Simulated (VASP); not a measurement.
Al: single point with PBE+D3(BJ)

Crystal: Al.

```
CELL_PARAMETERS angstrom
2.92090 0.00000 0.00000
-1.46045 2.52958 0.00000
0.00000 0.00000 8.99434
ATOMIC_POSITIONS crystal
Al 0.00000 0.00000 0.00000
Al 0.33333 0.66667 0.25000
Al 0.00000 0.00000 0.50000
Al 0.66667 0.33333 0.75000
```

This isn't the form of Al at room conditions, which is fcc.

- Program: VASP 6.6.1
- Task: single point
- Functional: PBE
- Dispersion: D3(BJ)
- Potentials or basis: VASP PAW PBE potentials, release 64 (Al)
- Cutoff: 520 eV
- k mesh: 18 × 18 × 6
- Occupations: gaussian, width 0.15 eV
- Spin: no spin polarisation

```
Pressure                   : -3.3 GPa
Band gap on the k mesh     : zero (bands 6 and 7 overlap by 6.39 eV)
Dispersion energy per atom : -0.334 eV
```

Stress tensor (GPa, compression positive):
```
-4.50  0.00  0.00
 0.00 -4.50  0.00
 0.00  0.00 -0.80
```

Levels at points of the mesh, in eV from the Fermi level:
| k point | band 2 | band 3 | band 4 | band 5 | band 6 | band 7 | band 8 | band 9 | band 10 | band 11 |
| --- | --- | --- | --- | --- | --- | --- | --- | --- | --- | --- |
| (0.00, 0.00, 0.00) | -9.28 | -9.28 | -4.24 | -3.65 | 4.53 | 4.56 | 9.68 | 9.68 | 9.97 | 9.97 |
| (0.50, 0.00, 0.00) | -5.35 | -4.00 | -3.87 | -3.49 | -3.32 | 0.90 | 1.39 | 1.81 | 2.05 | 4.86 |
| (0.00, 0.00, 0.50) | -10.64 | -7.04 | -7.04 | -0.05 | -0.05 | 9.63 | 9.63 | 10.01 | 10.01 | 10.01 |
| (0.50, 0.00, 0.50) | -5.09 | -4.91 | -4.91 | -1.81 | -1.81 | -1.13 | -1.13 | 5.03 | 5.03 | 5.17 |

Run time: 38 s on 1 thread of Intel(R) Xeon(R) 6975P-C (Granite Rapids), on a shared host, peak memory 0.25 GiB.

Caveat: the cell stands under tension.
